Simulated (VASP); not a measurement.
# Zn3Hg (P6_3/mmc) in VASP: further runs

Zn3Hg is run at these levels: LDA; tasks: single point.

Program: VASP 6.6.1. These are calculated values, not measurements. Logs are shortened: lines on timing, memory, paths and dates and some standing lists are left out, and cuts for length are marked.

### Step 1. The cell of the first run

It takes space group P6_3/mmc (No. 194, hexagonal). Conventional cell: a = 5.625 Å, b = 5.625 Å, c = 4.482 Å, α = 90.00°, β = 90.00°, γ = 120.00°. Zn (site symmetry mm2) has 8 Zn at 2.67 to 2.96 Å and 4 Hg at 2.81 to 2.82 Å within 3.5 Å. Hg (site symmetry -6m2) has 12 Zn at 2.81 to 2.82 Å within 3.7 Å.

### Step 2. Single point, LDA

The input, INCAR:

```
SYSTEM = Zn3Hg
PREC = Accurate
ENCUT = 500
EDIFF = 1E-6
ISMEAR = -1
SIGMA = 0.15
LREAL = .FALSE.
LASPH = .TRUE.
NELM = 120
ALGO = Normal
ISIF = 2
LWAVE = .FALSE.
LCHARG = .FALSE.
GGA = CA
NBANDS = 58
GGA_COMPAT = .FALSE.
```

The input, KPOINTS:

```
regular mesh
0
G
  4 4 5
  0 0 0
```

The input, POSCAR:

```
Zn3Hg
1.0
    5.6250537599      0.0000000000      0.0000000000
   -2.8125268800      4.8714394537      0.0000000000
    0.0000000000      0.0000000000      4.4816685017
Zn Hg
6 2
Direct
    0.3160325974      0.1580162534      0.7500000000
    0.8419836972      0.1580163028      0.7500000000
    0.8419837466      0.6839674026      0.7500000000
    0.6839674026      0.8419837466      0.2500000000
    0.1580163028      0.8419836972      0.2500000000
    0.1580162534      0.3160325974      0.2500000000
    0.6666666399      0.3333333601      0.2500000000
    0.3333333601      0.6666666399      0.7500000000
```

Potentials or basis: VASP PAW LDA potentials, release 64 (Zn, Hg).

Command:

```console
$ cat potpaw_LDA.64/Zn/POTCAR potpaw_LDA.64/Hg/POTCAR > POTCAR
$ mpirun -np 1 vasp_std > vasp.out
```

OUTCAR:

```text
SYSTEM = Zn3Hg
   PREC = Accurate
   ENCUT = 500
   EDIFF = 1E-6
   ISMEAR = -1
   LREAL = .FALSE.
   LASPH = .TRUE.
   NELM = 120
   ISIF = 2
   GGA = CA

 ion  position               nearest neighbor table
   1  0.316  0.158  0.750-   3 2.67   2 2.67   5 2.72   5 2.72   6 2.72   6 2.72   8 2.81   8 2.81
                             7 2.82   7 2.82   2 2.96   3 2.96
   2  0.842  0.158  0.750-   1 2.67   3 2.67   6 2.72   6 2.72   4 2.72   4 2.72   8 2.81   8 2.81
                             7 2.82   7 2.82   1 2.96   3 2.96
   3  0.842  0.684  0.750-   1 2.67   2 2.67   5 2.72   5 2.72   4 2.72   4 2.72   8 2.81   8 2.81
                             7 2.82   7 2.82   2 2.96   1 2.96
   4  0.684  0.842  0.250-   6 2.67   5 2.67   2 2.72   2 2.72   3 2.72   3 2.72   7 2.81   7 2.81
                             8 2.82   8 2.82   5 2.96   6 2.96
   5  0.158  0.842  0.250-   4 2.67   6 2.67   3 2.72   3 2.72   1 2.72   1 2.72   7 2.81   7 2.81
                             8 2.82   8 2.82   4 2.96   6 2.96
   6  0.158  0.316  0.250-   4 2.67   5 2.67   2 2.72   2 2.72   1 2.72   1 2.72   7 2.81   7 2.81
                             8 2.82   8 2.82   5 2.96   4 2.96
   7  0.667  0.333  0.250-   6 2.81   4 2.81   5 2.81   5 2.81   6 2.81   4 2.81   1 2.82   1 2.82
                             3 2.82   3 2.82   2 2.82   2 2.82
   8  0.333  0.667  0.750-   3 2.81   1 2.81   2 2.81   2 2.81   3 2.81   1 2.81   4 2.82   4 2.82
                             6 2.82   6 2.82   5 2.82   5 2.82

  LATTYP: Found a hexagonal cell.
 ALAT       =     5.6250537599
 C/A-ratio  =     0.7967334523

  Lattice vectors:

 A1 = (   5.6250537599,   0.0000000000,   0.0000000000)
 A2 = (  -2.8125268800,   4.8714394537,   0.0000000000)
 A3 = (   0.0000000000,   0.0000000000,   4.4816685017)

Analysis of symmetry for initial positions (statically):
=====================================================================
 Subroutine PRICEL returns:
 Original cell was already a primitive cell.

 Routine SETGRP: Setting up the symmetry group for a
 hexagonal supercell.

 Subroutine GETGRP returns: Found 24 space group operations
 (whereof 12 operations were pure point group operations)
 out of a pool of 24 trial point group operations.

The static configuration has the point symmetry D_3d.
 The point group associated with its full space group is D_6h.

Analysis of symmetry for dynamics (positions and initial velocities):
=====================================================================
 Subroutine PRICEL returns:
 Original cell was already a primitive cell.

 Routine SETGRP: Setting up the symmetry group for a
 hexagonal supercell.

 Subroutine GETGRP returns: Found 24 space group operations
 (whereof 12 operations were pure point group operations)
 out of a pool of 24 trial point group operations.

The dynamic configuration has the point symmetry D_3d.
 The point group associated with its full space group is D_6h.

 Subroutine INISYM returns: Found 24 space group operations
 (whereof 12 operations are pure point group operations),
 and found     1 'primitive' translations

----------------------------------------------------------------------------------------

                                     Primitive cell

  volume of cell :     122.8072

  direct lattice vectors                    reciprocal lattice vectors
     5.625053760  0.000000000  0.000000000     0.177776079  0.102639067  0.000000000
    -2.812526880  4.871439454  0.000000000     0.000000000  0.205278134  0.000000000
     0.000000000  0.000000000  4.481668502     0.000000000  0.000000000  0.223131184

  length of vectors
     5.625053760  5.625053760  4.481668502     0.205278134  0.205278134  0.223131184

  position of ions in fractional coordinates (direct lattice)
     0.316032597  0.158016253  0.750000000
     0.841983697  0.158016303  0.750000000
     0.841983747  0.683967403  0.750000000
     0.683967403  0.841983747  0.250000000
     0.158016303  0.841983697  0.250000000
     0.158016253  0.316032597  0.250000000
     0.666666640  0.333333360  0.250000000
     0.333333360  0.666666640  0.750000000

  ion indices of the primitive-cell ions
   primitive index   ion index
                 1           1
                 2           2
                 3           3
                 4           4
                 5           5
                 6           6
                 7           7
                 8           8

----------------------------------------------------------------------------------------

 KPOINTS: regular mesh

Automatic generation of k-mesh.
 Grid dimensions read from file:
 generate k-points for:    4    4    5

 Generating k-lattice:

  Cartesian coordinates                     Fractional coordinates (reciprocal lattice)
     0.044444020  0.025659767  0.000000000     0.250000000  0.000000000  0.000000000
     0.000000000  0.051319533  0.000000000     0.000000000  0.250000000  0.000000000
     0.000000000  0.000000000  0.044626237     0.000000000  0.000000000  0.200000000

  Length of vectors
     0.051319533  0.051319533  0.044626237

  Shift w.r.t. Gamma in fractional coordinates (k-lattice)
     0.000000000  0.000000000  0.000000000

 Subroutine IBZKPT returns following result:
 ===========================================

 Found     12 irreducible k-points:

 Following reciprocal coordinates:
            Coordinates               Weight
  0.000000  0.000000  0.000000      1.000000
  0.250000  0.000000  0.000000      6.000000
  0.500000  0.000000  0.000000      3.000000
  0.250000  0.250000  0.000000      6.000000
  0.000000  0.000000  0.200000      2.000000
  0.250000  0.000000  0.200000     12.000000
  0.500000  0.000000  0.200000      6.000000
  0.250000  0.250000  0.200000     12.000000
  0.000000  0.000000  0.400000      2.000000
  0.250000  0.000000  0.400000     12.000000
  0.500000  0.000000  0.400000      6.000000
  0.250000  0.250000  0.400000     12.000000
   k-points           NKPTS =     12   k-points in BZ     NKDIM =     12   number of bands    NBANDS=     58
   number of dos      NEDOS =    301   number of ions     NIONS =      8
   total plane-waves  NPLWV =  63504
   dimension x,y,z NGX =    42 NGY =   42 NGZ =   36
   dimension x,y,z NGXF=    84 NGYF=   84 NGZF=   72
   ions per type =               6   2
   NGX,Y,Z   is equivalent  to a cutoff of  12.41, 12.41, 13.35 a.u.
   NGXF,Y,Z  is equivalent  to a cutoff of  24.83, 24.83, 26.71 a.u.
 SYSTEM =  Zn3Hg
   PREC   = accura    normal or accurate (medium, high low for compatibility)
   ISTART =      0    job   : 0-new  1-cont  2-samecut
   ICHARG =      2    charge: 1-file 2-atom 10-const
   ISPIN  =      1    spin polarized calculation?
   LNONCOLLINEAR =      F non collinear calculations
   LSORBIT =      F    spin-orbit coupling
   LASPH  =      T    aspherical Exc in radial PAW
   ENCUT  =  500.0 eV  36.75 Ry    6.06 a.u.  10.26 10.26  8.17*2*pi/ulx,y,z
   NELM   =    120;   NELMIN=  2; NELMDL= -5     # of ELM steps
   EDIFF  = 0.1E-05   stopping-criterion for ELM
   LREAL  =      F    real-space projection
   EDIFFG = 0.1E-04   stopping-criterion for IOM
   NSW    =      0    number of steps for IOM
   IBRION =     -1    ionic relax: 0-MD 1-quasi-New 2-CG
   NFREE  =      0    steps in history (QN), initial steepest desc. (CG)
   ISIF   =      2    stress and relaxation
   ISYM   =      2    0-nonsym 1-usesym 2-fastsym
   POTIM  = 0.5000    time-step for ionic-motion
   TEBEG  =    0.0;   TEEND  =   0.0 temperature during run
   PSTRESS=    0.0 pullay stress
   NELECT =      96.0000    total number of electrons
   NUPDOWN=      -1.0000    fix difference up-down
   EMIN   =  10.00;   EMAX   =-10.00  energy-range for DOS
   EFERMI =   0.00;   METHOD = LEGACY
   ISMEAR =    -1;   SIGMA  =   0.15  broadening in eV -4-tet -1-fermi 0-gaus
   EFERMI_NEDOS =   21; number of points for ismear=-14 and -15
   IALGO  =     38    algorithm
   IMIX   =      4    mixing-type and parameters
     AMIX     =   0.40;   BMIX     =  1.00
     AMIX_MAG =   1.60;   BMIX_MAG =  1.00
  volume/ion in A,a.u.               =      15.35       103.59
  Fermi-wavevector in a.u.,A,eV,Ry     =   1.508079  2.849855 30.943748  2.274301
  Thomas-Fermi vector in A             =   2.618580
   LORBIT       =      0    0 simple, 1 ext, 2 COOP (PROOUT), +10 PAW based schemes
   GGA     = CA    functional components
   LHFCALC =     F    Hartree Fock is set to
   AEXX    =    0.0000 exact exchange contribution
   IVDW    =     0    specifies the selected vdW correction
   LEPSILON=     F    determine dielectric tensor
   LRPA    =     F    only Hartree local field effects (RPA)
 non-spin polarized calculation
  energy-cutoff  :      500.00
  volume of cell :      122.81
 maximum number of plane-waves:      3129
 NGX is ok and might be reduce to    42
   NGX = 21   NGY = 21   NGZ = 17

 number of electron      96.0000023 magnetization

 Free energy of the ion-electron system (eV)
  ---------------------------------------------------
  ext. energy  EPLUGINS =         0.00000000
  ---------------------------------------------------
  free energy    TOTEN  =       -12.77441163 eV

  energy without entropy =      -12.65946099  energy(sigma->0) =      -12.71693631

 E-fermi :   4.1411     XC(G=0): -12.3215

 val. band max:        4.1377147707   @ k =   0.2500   0.0000   0.4000
 cond. band min:       4.1488868138   @ k =   0.5000   0.0000   0.2000
 fundamental gap:      0.0111720431
 Fermi energy:         4.1411124523

 k-point     1 :       0.0000    0.0000    0.0000
  band No.  band energies     occupation
      1      -7.2615      2.00000
      2      -5.2460      2.00000
      3      -5.1088      2.00000
      4      -5.1088      2.00000
      5      -5.0842      2.00000
      6      -5.0842      2.00000
[... 50 lines left out ...]
     57       8.7370      0.00000
     58       9.3970      0.00000

 k-point     2 :       0.2500    0.0000    0.0000
  band No.  band energies     occupation
      1      -6.8353      2.00000
      2      -5.1309      2.00000
      3      -5.0521      2.00000
      4      -5.0298      2.00000
      5      -4.9752      2.00000
      6      -4.8997      2.00000
[... 50 lines left out ...]
     57       9.2071      0.00000
     58      10.4213      0.00000

 k-point     3 :       0.5000    0.0000    0.0000
  band No.  band energies     occupation
      1      -5.7891      2.00000
      2      -5.7107      2.00000
      3      -4.9542      2.00000
      4      -4.8412      2.00000
      5      -4.8407      2.00000
      6      -4.7918      2.00000
[... 484 lines left out ...]
      3      -4.9171      2.00000
      4      -4.8307      2.00000
      5      -4.7804      2.00000
      6      -4.7126      2.00000
[... 50 lines left out ...]
     57      10.2093      0.00000
     58      10.5082      0.00000

 k-point    12 :       0.2500    0.2500    0.4000
  band No.  band energies     occupation
      1      -5.2530      2.00000
      2      -5.0110      2.00000
      3      -4.9343      2.00000
      4      -4.8407      2.00000
      5      -4.7944      2.00000
      6      -4.7110      2.00000
[... 50 lines left out ...]
     57      10.5313      0.00000
     58      11.4369      0.00000

------------------------ aborting loop because EDIFF is reached ----------------------------------------

  FORCE on cell =-STRESS in cart. coord.  units (eV):
  Direction    XX          YY          ZZ          XY          YZ          ZX
  --------------------------------------------------------------------------------------
  -------------------------------------------------------------------------------------
  Total        0.5759428      0.5759428      0.6106776     -0.0000000      0.0000000     -0.0000000
  in kB        7.5139138      7.5139138      7.9670745     -0.0000000      0.0000000     -0.0000000
  external PRESSURE =       7.6649674 kB  Pullay stress =       0.0000000 kB

 VOLUME and BASIS-vectors are now :
 -----------------------------------------------------------------------------
  energy-cutoff  :      500.00
  volume of cell :      122.81
      direct lattice vectors                 reciprocal lattice vectors
     5.625053760  0.000000000  0.000000000     0.177776079  0.102639067  0.000000000
    -2.812526880  4.871439454  0.000000000     0.000000000  0.205278134  0.000000000
     0.000000000  0.000000000  4.481668502     0.000000000  0.000000000  0.223131184

 POSITION                                       TOTAL-FORCE (eV/Angst)
 -----------------------------------------------------------------------------------
      1.33328      0.76977      3.36125        -0.003513     -0.002028      0.000000
      4.29178      0.76977      3.36125         0.003513     -0.002028     -0.000000
      2.81253      3.33191      3.36125        -0.000000      0.004057     -0.000000
      1.47925      4.10167      1.12042         0.003513      0.002028     -0.000000
     -1.47925      4.10167      1.12042        -0.003513      0.002028     -0.000000
     -0.00000      1.53953      1.12042         0.000000     -0.004057      0.000000
      2.81253      1.62381      1.12042         0.000000     -0.000000     -0.000000
      0.00000      3.24763      3.36125         0.000000     -0.000000     -0.000000
 -----------------------------------------------------------------------------------
    total drift:                               -0.000057      0.000033     -0.000002

  FREE ENERGIE OF THE ION-ELECTRON SYSTEM (eV)
  ---------------------------------------------------
  free  energy   TOTEN  =       -12.7744116315 eV

  energy  without entropy=      -12.6594609932  energy(sigma->0) =      -12.71693631
```

Wall time 2.2 min (1 thread of Intel Xeon 8259CL, shared host); peak memory 0.23 GiB.

Results:

```yaml
Free_energy: -12.7744 eV
Pressure: 0.8 GPa
Largest_force: 0.004 eV/Å
Band_gap_on_the_k_mesh: zero (bands 48 and 49 overlap by 1.51 eV)
```

Forces in eV/Å, atoms in the order of the input:
```
Zn  -0.004 -0.002  0.000
Zn   0.004 -0.002  0.000
Zn   0.000  0.004  0.000
Zn   0.004  0.002  0.000
Zn  -0.004  0.002  0.000
Zn   0.000 -0.004  0.000
Hg   0.000  0.000  0.000
Hg   0.000  0.000  0.000
```

Levels at points of the mesh, in eV from the Fermi level:
| k point | band 44 | band 45 | band 46 | band 47 | band 48 | band 49 | band 50 | band 51 | band 52 | band 53 |
| --- | --- | --- | --- | --- | --- | --- | --- | --- | --- | --- |
| (0.00, 0.00, 0.00) | -3.58 | -3.57 | -3.27 | -3.03 | -3.03 | -0.79 | 3.18 | 3.36 | 3.36 | 3.57 |
| (0.50, 0.00, 0.00) | -4.87 | -0.69 | -0.64 | -0.56 | 0.13 | 1.12 | 1.38 | 1.61 | 2.29 | 2.52 |

Caveat: spin-orbit coupling is left out, which moves the levels of the heavy elements.

### Step 3. Single point, LDA

This run uses another cell than the first one, of 17.24 Å³/atom.

The input, INCAR:

```
PREC = Accurate
ENCUT = 500
EDIFF = 1E-6
ISMEAR = -1
SIGMA = 0.15
LREAL = F
LASPH = T
NELM = 120
ALGO = Normal
ISIF = 2
LWAVE = F
LCHARG = F
GGA = CA
NBANDS = 58
GGA_COMPAT = F
```

The input, KPOINTS:

```
Automatic mesh
0
Gamma
  4 4 5
```

The input, POSCAR:

```
Zn3Hg
1.0
    5.8788480000      0.0000000000      0.0000000000
   -2.9394240000      5.0912320000      0.0000000000
    0.0000000000      0.0000000000      4.6080140000
Zn Hg
6 2
Direct
    0.3167200000      0.1583600000      0.7500000000
    0.8416400000      0.1583600000      0.7500000000
    0.8416400000      0.6832800000      0.7500000000
    0.6832800000      0.8416400000      0.2500000000
    0.1583600000      0.8416400000      0.2500000000
    0.1583600000      0.3167200000      0.2500000000
    0.6666666667      0.3333333333      0.2500000000
    0.3333333333      0.6666666667      0.7500000000
```

Potentials or basis: VASP PAW LDA potentials, release 64 (Zn, Hg).

Command:

```console
$ cat potpaw_LDA.64/Zn/POTCAR potpaw_LDA.64/Hg/POTCAR > POTCAR
$ mpirun -np 1 vasp_std > vasp.out
```

Wall time 2.5 min (1 thread of Intel Xeon 8259CL, shared host); peak memory 0.26 GiB.

It converged, with:

| Item | Value |
| --- | --- |
| Free energy | -12.4145 eV |
| Pressure | -7.3 GPa |
| Largest force | 0.123 eV/Å |
| Band gap on the k mesh | zero (bands 48 and 49 overlap by 1.53 eV) |

Forces in eV/Å, atoms in the order of the input:
```
Zn  -0.107 -0.062  0.000
Zn   0.107 -0.062  0.000
Zn   0.000  0.123  0.000
Zn   0.107  0.062  0.000
Zn  -0.107  0.062  0.000
Zn   0.000 -0.123  0.000
Hg   0.000  0.000  0.000
Hg   0.000  0.000  0.000
```

Stress tensor (GPa, compression positive):
```
-7.38  0.00  0.00
 0.00 -7.38  0.00
 0.00  0.00 -7.21
```

Levels at points of the mesh, in eV from the Fermi level:
```tsv
k point	band 46	band 47	band 48	band 49	band 50	band 51
(0.00, 0.00, 0.00)	-2.94	-2.94	-2.52	-0.78	3.23	3.36
(0.50, 0.00, 0.00)	-0.33	-0.23	0.17	0.96	1.02	1.57
```

Caveat: the cell stands under tension; spin-orbit coupling is left out, which moves the levels of the heavy elements.
